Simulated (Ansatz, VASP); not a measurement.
This is a calculation of SnO2 for VASP 6.6.1.

The input INCAR:

```
SYSTEM = SnO2
ALGO = Normal
EDIFF = 1E-6
ENCUT = 520
GGA = PS
ISIF = 2
ISMEAR = -1
LASPH = .True.
LCHARG = .False.
LREAL = .False.
LWAVE = .False.
NBANDS = 35
NELM = 80
PREC = Accurate
SIGMA = 0.05
```

KPOINTS

```
k-points
0
Gamma
  6 6 8
  0 0 0
```

File POSCAR:

```
SnO2
1.0
    4.8510112781      0.0000000000      0.0000000000
    0.0000000000      4.9306233178      0.0000000000
    0.0000000000      0.0000000000      3.2835462855
Sn O
2 4
Direct
    0.0000000000      0.0000000000      0.0000000000
    0.5000000000      0.5000000000      0.5000000000
    0.7081450000      0.6789580000      0.0000000000
    0.2081450000      0.8210420000      0.5000000000
    0.7918550000      0.1789580000      0.5000000000
    0.2918550000      0.3210420000      0.0000000000
```

Potentials or basis: VASP PAW PBE potentials, release 64 (Sn_d, O).

Command:

```bash
$ cat potpaw_PBE.64/Sn_d/POTCAR potpaw_PBE.64/O/POTCAR > POTCAR
$ mpirun -np 1 vasp_std > vasp.out
```

Question: Translate it to Ansatz 0.2.0. Potentials there: all-electron LAPW, scalar-relativistic.

Answer: As run (the cutoff follows the program's own potentials):

The input input.yaml:

```yaml
crystal:
  lattice:
    - [4.8510112781, 0.0, 0.0]
    - [0.0, 4.9306233178, 0.0]
    - [0.0, 0.0, 3.2835462855]
  atoms:
    - { symbol: Sn, position: [0.0, 0.0, 0.0] }
    - { symbol: Sn, position: [0.5, 0.5, 0.5] }
    - { symbol: O, position: [0.708145, 0.678958, 0.0] }
    - { symbol: O, position: [0.208145, 0.821042, 0.5] }
    - { symbol: O, position: [0.791855, 0.178958, 0.5] }
    - { symbol: O, position: [0.291855, 0.321042, 0.0] }
kpoints:
  mp_grid: { grid: [6, 6, 8] }
scf:
  occupations: { method: fermi_dirac, width: 0.05 }
hamiltonian:
  xc: pbesol
  pseudopotentials: { kind: all_electron, lapw: { basis_error: 0.001 } }
output:
  forces: true
  stress: true
  eigenvalues: true
```

Potentials or basis: all-electron LAPW, scalar-relativistic.

The run is started by

```sh
$ ansatz run input.yaml --threads 4 --pin off --max-ram 12288MiB --backend cpu --events-out ev --progress --plain --runs-dir out
```

Both were run:

|  | VASP | Ansatz | Ansatz less VASP |
| --- | --- | --- | --- |
| gap on the k mesh at the Fermi level (eV) | 0.41 | 0.42 | +0.010 |
| least direct gap on the mesh (eV) | 0.46 | 0.47 | +0.009 |
| pressure (GPa) | -11.8 | -12.3 | -0.48 |
| traceless stress, the component that is largest in VASP (GPa) | -1.89 | -2.07 | -0.184 |
| rms of the force components (eV/Å) | 0.102 | 0.110 | +0.0073 |

VASP's potentials were made for PBE, not for PBEsol. Atom by atom the forces differ by 0.008 eV/Å (rms over components). Ansatz ran all-electron here, and VASP with PAW potentials.
